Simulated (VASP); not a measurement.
SrIrS3: single point with LDA

SrIrS3:

```
Sr Ir S
1.0
     4.66188    0.00000    0.00000
     0.00000    4.66188    0.00000
     0.00000    0.00000    4.66188
Sr Ir S
1 1 3
Direct
  0.00000 0.00000 0.00000
  0.50000 0.50000 0.50000
  0.50000 0.50000 0.00000
  0.00000 0.50000 0.50000
  0.50000 0.00000 0.50000
```

```json
{"Program": "VASP 6.6.1", "Task": "single point", "Functional": "LDA", "Potentials or basis": "VASP PAW LDA potentials, release 64 (Sr_sv, Ir, S)", "Cutoff": "520 eV", "k mesh": "6 × 6 × 6", "Occupations": "fermi-dirac, width 0.1 eV", "Spin": "no spin polarisation"}
```

| Item | Value |
| --- | --- |
| Pressure | 0.6 GPa |
| Band gap on the k mesh | zero (an odd number of electrons rules out a gap without spin polarisation) |

Levels at points of the mesh, in eV from the Fermi level:
```csv
k point,band 16,band 17,band 18,band 19,band 20,band 21
"(0.00, 0.00, 0.00)",-1.43,-1.15,-1.15,-0.57,-0.57,-0.57
"(0.50, 0.00, 0.00)",-1.06,-1.06,-1.05,0.37,0.37,0.83
"(0.50, 0.50, 0.00)",-0.28,-0.24,0.03,0.13,0.13,4.73
"(0.50, 0.50, 0.50)",0.10,0.18,0.18,0.18,3.01,4.33
```

Run time: 2.2 min on 1 thread of Intel Xeon 8259CL, on a shared host, peak memory 0.21 GiB.

Caveat: spin-orbit coupling is left out, which moves the levels of the heavy elements; an odd number of electrons without spin polarisation forces a metal; a magnetic or distorted state may lie lower.
